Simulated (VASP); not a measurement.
# Eu (Im-3m) in VASP: notebook

The runs below take Eu through single point, with PBEsol, PBE.

All numbers are computed with VASP 6.6.1; they aren't measurements. Logs are shortened: lines on timing, memory, paths and dates and some standing lists are left out, and cuts for length are marked.

### Step 1. The cell of the first run

The structure is cubic, space group Im-3m (No. 229). Conventional cell: a = 4.606 Å, b = 4.606 Å, c = 4.606 Å, α = 90.00°, β = 90.00°, γ = 90.00°. Eu (site symmetry m-3m) has 14 Eu at 3.99 to 4.61 Å within 5.2 Å.

### Step 2. Single point, PBEsol, collinear spin, ferromagnetic start

The input, INCAR:

```
SYSTEM = Eu
PREC = Accurate
ENCUT = 520
EDIFF = 1E-6
ISMEAR = -1
SIGMA = 0.05
LREAL = .FALSE.
LASPH = .TRUE.
NELM = 150
ALGO = Fast
ISIF = 2
LWAVE = .FALSE.
LCHARG = .TRUE.
ISPIN = 2
MAGMOM = 7
LORBIT = 11
LMAXMIX = 6
GGA = PS
LELF = .TRUE.
LVHAR = .TRUE.
NBANDS = 18
```

The input, KPOINTS:

```
regular mesh
0
G
  8 8 8
  0 0 0
```

The input, POSCAR:

```
Eu
1.0
   -2.3030000000      2.3030000000      2.3030000000
    2.3030000000     -2.3030000000      2.3030000000
    2.3030000000      2.3030000000     -2.3030000000
Eu
1
Direct
    0.0000000000      0.0000000000      0.0000000000
```

Potentials or basis: VASP PAW PBE potentials, release 64 (Eu).

Launch:

```bash
$ cat potpaw_PBE.64/Eu/POTCAR > POTCAR
$ mpirun -np 1 vasp_std > vasp.out
```

OUTCAR:

```text
SYSTEM = Eu
   PREC = Accurate
   ENCUT = 520
   EDIFF = 1E-6
   ISMEAR = -1
   LREAL = .FALSE.
   LASPH = .TRUE.
   NELM = 150
   ISIF = 2
   ISPIN = 2
   LORBIT = 11
   GGA = PS

 ion  position               nearest neighbor table
   1  0.000  0.000  0.000-

  LATTYP: Found a body centered cubic cell.
 ALAT       =     4.6060000000

  Lattice vectors:

 A1 = (  -2.3030000000,   2.3030000000,   2.3030000000)
 A2 = (   2.3030000000,  -2.3030000000,   2.3030000000)
 A3 = (   2.3030000000,   2.3030000000,  -2.3030000000)

Analysis of symmetry for initial positions (statically):
=====================================================================
 Subroutine PRICEL returns:
 Original cell was already a primitive cell.

 Routine SETGRP: Setting up the symmetry group for a
 body centered cubic supercell.

 Subroutine GETGRP returns: Found 48 space group operations
 (whereof 48 operations were pure point group operations)
 out of a pool of 48 trial point group operations.

The static configuration has the point symmetry O_h .

Analysis of symmetry for dynamics (positions and initial velocities):
=====================================================================
 Subroutine PRICEL returns:
 Original cell was already a primitive cell.

 Routine SETGRP: Setting up the symmetry group for a
 body centered cubic supercell.

 Subroutine GETGRP returns: Found 48 space group operations
 (whereof 48 operations were pure point group operations)
 out of a pool of 48 trial point group operations.

The dynamic configuration has the point symmetry O_h .

Analysis of structural, dynamic, and magnetic symmetry:
=====================================================================
 Subroutine PRICEL returns:
 Original cell was already a primitive cell.

 Routine SETGRP: Setting up the symmetry group for a
 body centered cubic supercell.

 Subroutine GETGRP returns: Found 48 space group operations
 (whereof 48 operations were pure point group operations)
 out of a pool of 48 trial point group operations.

The overall configuration has the point symmetry O_h .

 Subroutine INISYM returns: Found 48 space group operations
 (whereof 48 operations are pure point group operations),
 and found     1 'primitive' translations

----------------------------------------------------------------------------------------

                                     Primitive cell

  volume of cell :      48.8587

  direct lattice vectors                    reciprocal lattice vectors
    -2.303000000  2.303000000  2.303000000     0.000000000  0.217108120  0.217108120
     2.303000000 -2.303000000  2.303000000     0.217108120  0.000000000  0.217108120
     2.303000000  2.303000000 -2.303000000     0.217108120  0.217108120  0.000000000

  length of vectors
     3.988913010  3.988913010  3.988913010     0.307037248  0.307037248  0.307037248

  position of ions in fractional coordinates (direct lattice)
     0.000000000  0.000000000  0.000000000

  ion indices of the primitive-cell ions
   primitive index   ion index
                 1           1

----------------------------------------------------------------------------------------

 KPOINTS: regular mesh

Automatic generation of k-mesh.
 Grid dimensions read from file:
 generate k-points for:    8    8    8

 Generating k-lattice:

  Cartesian coordinates                     Fractional coordinates (reciprocal lattice)
     0.000000000  0.027138515  0.027138515     0.125000000  0.000000000  0.000000000
     0.027138515  0.000000000  0.027138515     0.000000000  0.125000000  0.000000000
     0.027138515  0.027138515  0.000000000     0.000000000  0.000000000  0.125000000

  Length of vectors
     0.038379656  0.038379656  0.038379656

  Shift w.r.t. Gamma in fractional coordinates (k-lattice)
     0.000000000  0.000000000  0.000000000

 Subroutine IBZKPT returns following result:
 ===========================================

 Found     29 irreducible k-points:

 Following reciprocal coordinates:
            Coordinates               Weight
  0.000000  0.000000  0.000000      1.000000
  0.125000  0.000000  0.000000     12.000000
  0.250000  0.000000  0.000000     12.000000
  0.375000  0.000000  0.000000     12.000000
  0.500000  0.000000  0.000000      6.000000
  0.125000  0.125000  0.000000     24.000000
[... 16 lines left out ...]
 -0.250000  0.250000  0.250000      6.000000
 -0.375000  0.375000  0.250000     24.000000
 [... further k-points ...]
   k-points           NKPTS =     29   k-points in BZ     NKDIM =     29   number of bands    NBANDS=     18
   number of dos      NEDOS =    301   number of ions     NIONS =      1
   total plane-waves  NPLWV =  27000
   dimension x,y,z NGX =    30 NGY =   30 NGZ =   30
   dimension x,y,z NGXF=    60 NGYF=   60 NGZF=   60
   ions per type =               1
   NGX,Y,Z   is equivalent  to a cutoff of  12.50, 12.50, 12.50 a.u.
   NGXF,Y,Z  is equivalent  to a cutoff of  25.01, 25.01, 25.01 a.u.
 SYSTEM =  Eu
   PREC   = accura    normal or accurate (medium, high low for compatibility)
   ISTART =      0    job   : 0-new  1-cont  2-samecut
   ICHARG =      2    charge: 1-file 2-atom 10-const
   ISPIN  =      2    spin polarized calculation?
   LNONCOLLINEAR =      F non collinear calculations
   LSORBIT =      F    spin-orbit coupling
   LASPH  =      T    aspherical Exc in radial PAW
   ENCUT  =  520.0 eV  38.22 Ry    6.18 a.u.   7.42  7.42  7.42*2*pi/ulx,y,z
   NELM   =    150;   NELMIN=  2; NELMDL= -5     # of ELM steps
   EDIFF  = 0.1E-05   stopping-criterion for ELM
   LREAL  =      F    real-space projection
   EDIFFG = 0.1E-04   stopping-criterion for IOM
   NSW    =      0    number of steps for IOM
   IBRION =     -1    ionic relax: 0-MD 1-quasi-New 2-CG
   NFREE  =      0    steps in history (QN), initial steepest desc. (CG)
   ISIF   =      2    stress and relaxation
   ISYM   =      2    0-nonsym 1-usesym 2-fastsym
   POTIM  = 0.5000    time-step for ionic-motion
   TEBEG  =    0.0;   TEEND  =   0.0 temperature during run
   PSTRESS=    0.0 pullay stress
   NELECT =      17.0000    total number of electrons
   NUPDOWN=      -1.0000    fix difference up-down
   EMIN   =  10.00;   EMAX   =-10.00  energy-range for DOS
   EFERMI =   0.00;   METHOD = LEGACY
   ISMEAR =    -1;   SIGMA  =   0.05  broadening in eV -4-tet -1-fermi 0-gaus
   EFERMI_NEDOS =   21; number of points for ismear=-14 and -15
   IALGO  =     68    algorithm
   IMIX   =      4    mixing-type and parameters
     AMIX     =   0.40;   BMIX     =  1.00
     AMIX_MAG =   1.60;   BMIX_MAG =  1.00
  volume/ion in A,a.u.               =      48.86       329.71
  Fermi-wavevector in a.u.,A,eV,Ry     =   1.151447  2.175919 18.039008  1.325830
  Thomas-Fermi vector in A             =   2.288104
   LORBIT       =     11    0 simple, 1 ext, 2 COOP (PROOUT), +10 PAW based schemes
   GGA     = PS    functional components
   LHFCALC =     F    Hartree Fock is set to
   AEXX    =    0.0000 exact exchange contribution
   IVDW    =     0    specifies the selected vdW correction
   LEPSILON=     F    determine dielectric tensor
   LRPA    =     F    only Hartree local field effects (RPA)
 spin polarized calculation
 RMM-DIIS sequential band-by-band and
  energy-cutoff  :      520.00
  volume of cell :       48.86
 maximum number of plane-waves:      1337
 NGX is ok and might be reduce to    30
   NGX = 15   NGY = 15   NGZ = 15

 number of electron      17.0000007 magnetization       7.3738875

 Free energy of the ion-electron system (eV)
  ---------------------------------------------------
  ext. energy  EPLUGINS =         0.00000000
  ---------------------------------------------------
  free energy    TOTEN  =       -11.57002627 eV

  energy without entropy =      -11.55595576  energy(sigma->0) =      -11.56299102

 E-fermi :   1.4846     XC(G=0):  -8.3574

 val. band max:        1.4696917039   @ k =  -0.3750   0.3750   0.3750
 cond. band min:       1.4886199620   @ k =   0.2500   0.2500   0.1250
 fundamental gap:      0.0189282581
 Fermi energy:         1.4846324427

 spin component 1

 k-point     1 :       0.0000    0.0000    0.0000
  band No.  band energies     occupation
      1     -40.3024      1.00000
      2     -18.9487      1.00000
      3     -18.9487      1.00000
      4     -18.9487      1.00000
      5      -2.7157      1.00000
      6       0.9606      0.99997
[... 10 lines left out ...]
     17       4.6138      0.00000
     18      10.2463      0.00000

 k-point     2 :       0.1250    0.0000    0.0000
  band No.  band energies     occupation
      1     -40.2998      1.00000
      2     -18.9898      1.00000
      3     -18.9622      1.00000
      4     -18.9487      1.00000
      5      -2.4102      1.00000
      6       0.9594      0.99997
[... 10 lines left out ...]
     17       4.6318      0.00000
     18      10.6480      0.00000
[... 442 lines left out ...]
 k-point    24 :      -0.3750    0.3750    0.2500
  band No.  band energies     occupation
      1     -40.2801      1.00000
      2     -19.1515      1.00000
      3     -19.0782      1.00000
      4     -19.0507      1.00000
      5       0.2541      1.00000
      6       0.8772      0.99999
[... 10 lines left out ...]
     17       5.3701      0.00000
     18       8.5144      0.00000

 [... further k-points ...]

 spin component 2

 k-point     1 :       0.0000    0.0000    0.0000
  band No.  band energies     occupation
      1     -37.1785      1.00000
      2     -16.6003      1.00000
      3     -16.6003      1.00000
      4     -16.6003      1.00000
      5      -1.9682      1.00000
      6       4.1041      0.00000
[... 10 lines left out ...]
     17       5.9488      0.00000
     18      11.2572      0.00000

 k-point     2 :       0.1250    0.0000    0.0000
  band No.  band energies     occupation
      1     -37.1751      1.00000
      2     -16.6537      1.00000
      3     -16.6174      1.00000
      4     -16.6004      1.00000
      5      -1.6508      1.00000
      6       3.8284      0.00000
[... 10 lines left out ...]
     17       5.9905      0.00000
     18      11.5097      0.00000
[... 442 lines left out ...]
 k-point    24 :      -0.3750    0.3750    0.2500
  band No.  band energies     occupation
      1     -37.1491      1.00000
      2     -16.8601      1.00000
      3     -16.7641      1.00000
      4     -16.7303      1.00000
      5       1.0904      0.99962
      6       2.2269      0.00000
[... 10 lines left out ...]
     17       6.7824      0.00000
     18       9.8909      0.00000

 [... further k-points ...]

------------------------ aborting loop because EDIFF is reached ----------------------------------------

  FORCE on cell =-STRESS in cart. coord.  units (eV):
  Direction    XX          YY          ZZ          XY          YZ          ZX
  --------------------------------------------------------------------------------------
  -------------------------------------------------------------------------------------
  Total       -0.8770360     -0.8770360     -0.8770360      0.0000000      0.0000000     -0.0000000
  in kB      -28.7598208    -28.7598208    -28.7598208      0.0000000      0.0000000     -0.0000000
  external PRESSURE =     -28.7598208 kB  Pullay stress =       0.0000000 kB

 VOLUME and BASIS-vectors are now :
 -----------------------------------------------------------------------------
  energy-cutoff  :      520.00
  volume of cell :       48.86
      direct lattice vectors                 reciprocal lattice vectors
    -2.303000000  2.303000000  2.303000000     0.000000000  0.217108120  0.217108120
     2.303000000 -2.303000000  2.303000000     0.217108120  0.000000000  0.217108120
     2.303000000  2.303000000 -2.303000000     0.217108120  0.217108120  0.000000000

 POSITION                                       TOTAL-FORCE (eV/Angst)
 -----------------------------------------------------------------------------------
      0.00000      0.00000      0.00000        -0.000000     -0.000000      0.000000
 -----------------------------------------------------------------------------------
    total drift:                               -0.000000     -0.000000      0.000000

  FREE ENERGIE OF THE ION-ELECTRON SYSTEM (eV)
  ---------------------------------------------------
  free  energy   TOTEN  =       -11.5700262722 eV

  energy  without entropy=      -11.5559557620  energy(sigma->0) =      -11.56299102

 total charge

# of ion       s       p       d       f       tot
--------------------------------------------------
    1        2.076   5.691   0.235   6.679  14.680

 magnetization (x)

# of ion       s       p       d       f       tot
--------------------------------------------------
    1       -0.003  -0.087   0.125   6.677   6.712
```

Run time: 1.7 min. Hardware: 1 thread of Intel Xeon Platinum 8488C (Sapphire Rapids), shared host; peak memory 0.22 GiB.

What came out:

```yaml
Free_energy: -11.5700 eV
Pressure: -2.9 GPa
Net_moment: 7.37 μB per cell
Site_moments: Eu +6.71 μB
Valence_electrons_inside_the_program's_atomic_spheres: Eu 14.68
```

Caveat: the PAW data sets were made with another functional, which shifts forces and pressure a little; spin-orbit coupling is left out, which moves the levels of the heavy elements.

(Part 1 of 2 ends here.)
